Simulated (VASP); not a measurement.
# TaTi4 (I4/m) in VASP: single point with PBE

Aim: the single point of TaTi4 with PBE.

Program: VASP 6.6.1. These are calculated values, not measurements. Logs are shortened: lines on timing, memory, paths and dates and some standing lists are left out, and cuts for length are marked.

### Step 1. The cell of the first run

The structure is tetragonal, space group I4/m (No. 87). The conventional cell has a = 7.291 Å, b = 7.291 Å, c = 3.291 Å, α = 90.00°, β = 90.00°, γ = 90.00°. Ti (site symmetry m) has 3 Ta at 2.80 to 3.28 Å and 11 Ti at 2.82 to 3.32 Å within 3.7 Å. Within 3.7 Å of Ta (site symmetry 4/m) lie 12 Ti at 2.80 to 3.28 Å and 2 Ta at 3.29 Å.

### Step 2. Single point, PBE, collinear spin

INCAR

```
  PREC = Accurate
  ENCUT = 520
  EDIFF = 1E-6
  ISMEAR = 0
  SIGMA = 0.1
  LREAL = False
  LASPH = True
  NELM = 150
  ALGO = Fast
  ISIF = 2
  LWAVE = False
  LCHARG = False
  ISPIN = 2
  MAGMOM = 1 1 1 1 0
  LORBIT = 11
  LMAXMIX = 4
  GGA = PE
  NBANDS = 42
```

KPOINTS

```
regular mesh
0
Gamma
  6 6 6
```

POSCAR

```
TaTi4
1.0
   -3.6454547742      3.6454547742      1.6452965083
    3.6454547742     -3.6454547742      1.6452965083
    3.6454547742      3.6454547742     -1.6452965083
Ti Ta
4 1
Direct
    0.2048630905      0.5994291357      0.8042922262
    0.5994291357      0.7951369095      0.3945660452
    0.7951369095      0.4005708643      0.1957077738
    0.4005708643      0.2048630905      0.6054339548
    0.0000000000      0.0000000000      0.0000000000
```

Potentials or basis: VASP PAW PBE potentials, release 64 (Ti_sv, Ta_pv).

Command:

```
cat potpaw_PBE.64/Ti_sv/POTCAR potpaw_PBE.64/Ta_pv/POTCAR > POTCAR
mpirun -np 1 vasp_std > vasp.out
```

OUTCAR:

```text
PREC = Accurate
   ENCUT = 520
   EDIFF = 1E-6
   ISMEAR = 0
   LREAL = False
   LASPH = True
   NELM = 150
   ISIF = 2
   ISPIN = 2
   LORBIT = 11
   GGA = PE

 ion  position               nearest neighbor table
   1  0.205  0.599  0.804-   5 2.80   5 2.80   3 2.82   3 2.82   4 2.87   2 2.87   4 2.87   2 2.87

   2  0.599  0.795  0.395-   5 2.80   5 2.80   4 2.82   4 2.82   1 2.87   3 2.87   3 2.87   1 2.87

   3  0.795  0.401  0.196-   5 2.80   5 2.80   1 2.82   1 2.82   4 2.87   2 2.87   4 2.87   2 2.87

   4  0.401  0.205  0.605-   5 2.80   5 2.80   2 2.82   2 2.82   1 2.87   1 2.87   3 2.87   3 2.87

   5  0.000  0.000  0.000-   2 2.80   4 2.80   1 2.80   2 2.80   3 2.80   3 2.80   1 2.80   4 2.80

  LATTYP: Found a body centered tetragonal cell.
 ALAT       =     7.2909095484
 C/A-ratio  =     0.4513281909

  Lattice vectors:

 A1 = (  -3.6454547742,   3.6454547742,   1.6452965083)
 A2 = (   3.6454547742,  -3.6454547742,   1.6452965083)
 A3 = (   3.6454547742,   3.6454547742,  -1.6452965083)

Analysis of symmetry for initial positions (statically):
=====================================================================
 Subroutine PRICEL returns:
 Original cell was already a primitive cell.

 Routine SETGRP: Setting up the symmetry group for a
 body centered tetragonal supercell.

 Subroutine GETGRP returns: Found  8 space group operations
 (whereof  8 operations were pure point group operations)
 out of a pool of 16 trial point group operations.

The static configuration has the point symmetry C_4h.

Analysis of symmetry for dynamics (positions and initial velocities):
=====================================================================
 Subroutine PRICEL returns:
 Original cell was already a primitive cell.

 Routine SETGRP: Setting up the symmetry group for a
 body centered tetragonal supercell.

 Subroutine GETGRP returns: Found  8 space group operations
 (whereof  8 operations were pure point group operations)
 out of a pool of 16 trial point group operations.

The dynamic configuration has the point symmetry C_4h.

Analysis of structural, dynamic, and magnetic symmetry:
=====================================================================
 Subroutine PRICEL returns:
 Original cell was already a primitive cell.

 Routine SETGRP: Setting up the symmetry group for a
 body centered tetragonal supercell.

[... 139 lines left out ...]
   LEPSILON=     F    determine dielectric tensor
   LRPA    =     F    only Hartree local field effects (RPA)
 spin polarized calculation
 RMM-DIIS sequential band-by-band and
 Gauss-broadening in eV      SIGMA  =   0.10
  energy-cutoff  :      520.00
  volume of cell :       87.46
 maximum number of plane-waves:      2386
   NGX = 21   NGY = 21   NGZ = 21

 number of electron      58.9999990 magnetization       0.0006160

 Free energy of the ion-electron system (eV)
  ---------------------------------------------------
  ext. energy  EPLUGINS =         0.00000000
  ---------------------------------------------------
  free energy    TOTEN  =       -42.68558031 eV

  energy without entropy =      -42.63194368  energy(sigma->0) =      -42.65876199

 E-fermi :   7.5518     XC(G=0): -11.7287

 val. band max:        7.5517384562   @ k =  -0.1667   0.1667   0.0000
 cond. band min:       7.5555744504   @ k =  -0.1667   0.5000   0.1667
 fundamental gap:      0.0038359942
 Fermi energy:         7.5517602881

 spin component 1

 k-point     1 :       0.0000    0.0000    0.0000
  band No.  band energies     occupation
      1     -48.9226      1.00000
      2     -48.8161      1.00000
      3     -48.8088      1.00000
      4     -48.8088      1.00000
      5     -26.2038      1.00000
      6     -26.2038      1.00000
[... 1045 lines left out ...]
     40      10.6328      0.00000
     41      10.6557      0.00000

 [... further k-points ...]

 spin component 2

 k-point     1 :       0.0000    0.0000    0.0000
  band No.  band energies     occupation
      1     -48.9225      1.00000
      2     -48.8160      1.00000
      3     -48.8086      1.00000
      4     -48.8086      1.00000
      5     -26.2039      1.00000
      6     -26.2039      1.00000
[... 1045 lines left out ...]
     40      10.5528      0.00000
     41      10.6470      0.00000

 [... further k-points ...]

 [bands above 41 left out]

------------------------ aborting loop because EDIFF is reached ----------------------------------------

  FORCE on cell =-STRESS in cart. coord.  units (eV):
  Direction    XX          YY          ZZ          XY          YZ          ZX
  --------------------------------------------------------------------------------------
  -------------------------------------------------------------------------------------
  Total       -0.5954359     -0.5954359      0.0063381     -0.0000001     -0.0000000      0.0000000
  in kB      -10.9078213    -10.9078213      0.1161088     -0.0000021     -0.0000000      0.0000000
  external PRESSURE =      -7.2331779 kB  Pullay stress =       0.0000000 kB

 VOLUME and BASIS-vectors are now :
 -----------------------------------------------------------------------------
  energy-cutoff  :      520.00
  volume of cell :       87.46
      direct lattice vectors                 reciprocal lattice vectors
    -3.645454774  3.645454774  1.645296508     0.000000000  0.137157099  0.303896591
     3.645454774 -3.645454774  1.645296508     0.137157099  0.000000000  0.303896591
     3.645454774  3.645454774 -1.645296508     0.137157099  0.137157099  0.000000000

 POSITION                                       TOTAL-FORCE (eV/Angst)
 -----------------------------------------------------------------------------------
      4.37038      1.49364      0.00000         0.005188      0.009961     -0.000000
      2.15182      0.72493      1.64530        -0.009961      0.005188      0.000000
     -0.72493      2.15182      1.64530        -0.005188     -0.009961      0.000000
      1.49364      2.92053      0.00000         0.009961     -0.005188     -0.000000
      0.00000      0.00000      0.00000        -0.000000     -0.000000     -0.000000
 -----------------------------------------------------------------------------------
    total drift:                               -0.000000     -0.000000      0.000000

  FREE ENERGIE OF THE ION-ELECTRON SYSTEM (eV)
  ---------------------------------------------------
  free  energy   TOTEN  =       -42.6855803073 eV

  energy  without entropy=      -42.6319436792  energy(sigma->0) =      -42.65876199

 total charge

# of ion       s       p       d       tot
------------------------------------------
    1        2.240   6.121   1.913  10.273
    2        2.240   6.121   1.913  10.273
    3        2.240   6.121   1.913  10.273
    4        2.240   6.121   1.913  10.273
    5        0.389   6.118   2.407   8.914
--------------------------------------------------
tot          9.348  30.601  10.059  50.008

 magnetization (x)

# of ion       s       p       d       tot
------------------------------------------
    1        0.000   0.000   0.000   0.000
    2        0.000   0.000   0.000   0.000
    3        0.000   0.000   0.000   0.000
    4        0.000   0.000   0.000   0.000
    5       -0.000  -0.000  -0.000  -0.000
--------------------------------------------------
tot          0.000   0.000   0.000   0.000
```

It took 8.4 min on 1 thread of Intel Xeon 6975P-C (Granite Rapids), shared host; peak memory 0.4 GiB.

What came out:

```
Free energy                                           : -42.6856 eV
Pressure                                              : -0.7 GPa
Largest force                                         : 0.011 eV/Å
Net moment                                            : 0.00 μB per cell
Valence electrons inside the program's atomic spheres : Ti 10.27; Ta 8.91
```

Forces on the atoms (eV/Å):
```
Ti   0.005  0.010  0.000
Ti  -0.010  0.005  0.000
Ti  -0.005 -0.010  0.000
Ti   0.010 -0.005  0.000
Ta   0.000  0.000  0.000
```

Caveat: spin-orbit coupling is left out, which moves the levels of the heavy elements.
